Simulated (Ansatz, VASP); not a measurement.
Sn: VASP beside Ansatz

```xyz
2
Lattice="-2.8867 2.8879 1.5510 2.8879 -2.8867 1.5510 2.8861 2.8861 -1.5487" Properties=species:S:1:pos:R:3 pbc="T T T"
Sn    5.7740   -0.0004    0.0023
Sn    0.0001    2.8873    0.7766
```

Alike in both runs: task single point; functional PBEsol; k mesh 19 × 19 × 13; occupations fermi-dirac, width 0.1 eV; no spin polarisation.

```csv
,VASP,Ansatz
version,VASP 6.6.1,Ansatz 0.2.0
potentials or method,"VASP PAW PBE potentials, release 64 (Sn_d), cutoff 520 eV","plane waves (420 eV) with PAW, scalar-relativistic"
valence electrons in the cell,28,28
```

|  | VASP | Ansatz | Ansatz less VASP |
| --- | --- | --- | --- |
| pressure (GPa) | 2.4 | 2.4 | +0.06 |
| traceless stress, the component that is largest in VASP (GPa) | 0.29 | 0.28 | -0.007 |

VASP's potentials were made for PBE, not for PBEsol, and Ansatz warns of the same on its side.
